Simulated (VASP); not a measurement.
ZnO:

```
Zn O
1.0
     3.17063    0.00000    0.00000
    -1.58532    2.74585    0.00000
     0.00000    0.00000    5.10673
Zn O
2 2
Direct
  0.33333 0.66667 0.99765
  0.66667 0.33333 0.49765
  0.33333 0.66667 0.37735
  0.66667 0.33333 0.87735
```

This cell differs from its parent crystal: strain -2.0%.

Base run:

```yaml
Program: VASP 6.6.1
Functional: r2SCAN
Potentials_or_basis: VASP PAW PBE potentials, release 64 (Zn, O)
Cutoff: 520 eV
k_mesh: 12 × 12 × 6
Occupations: gaussian, width 0.01 eV
Spin: no spin polarisation
```

Its results: band gap on the k mesh 1.33 eV; pressure 11.8 GPa; largest force 0.011 eV/Å.

Q: The run is repeated on the same cell with these changes: functional from r2SCAN to PBE; occupations from gaussian, width 0.01 eV to fermi-dirac, width 0.02 eV. What comes out?

A: Band gap on the k mesh 0.88 eV; pressure 18.2 GPa; largest force 0.007 eV/Å.

Caveats: the cell stands under pressure; the PAW data sets were made with another functional, which shifts forces and pressure a little (at least some runs).

